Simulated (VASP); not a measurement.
Here is a VASP 6.6.1 calculation.

The input INCAR:

```
PREC = Accurate
ENCUT = 520
EDIFF = 1E-7
ISMEAR = -1
SIGMA = 0.1
LREAL = F
LASPH = T
NELM = 60
ALGO = Normal
ISIF = 2
LWAVE = F
LCHARG = T
GGA = PE
LELF = T
LVHAR = T
NBANDS = 15
```

The input KPOINTS:

```
regular mesh
0
Gamma
  11 11 6
```

The input POSCAR:

```
Os
1.0
    2.7566968925      0.0000000000      0.0000000000
   -1.3783484463      2.3873694825      0.0000000000
    0.0000000000      0.0000000000      4.3554016190
Os
2
Direct
    0.3333333333      0.6666666667      0.2500000000
    0.6666666667      0.3333333333      0.7500000000
```

Potentials or basis: VASP PAW PBE potentials, release 64 (Os).

Command:

```bash
$ cat potpaw_PBE.64/Os/POTCAR > POTCAR
$ mpirun -np 1 vasp_std > vasp.out
```

What does it give for the band gap on the k mesh?

Zero (band 8 reaches 11.11 eV, above the bottom of band 9 at 7.37 eV).

Estimate the pressure.

-1.4 GPa.

Stress tensor (GPa, compression positive):
```
-1.38  0.00  0.00
 0.00 -1.38  0.00
 0.00  0.00 -1.56
```

Caveat: spin-orbit coupling is left out, which moves the levels of the heavy elements.
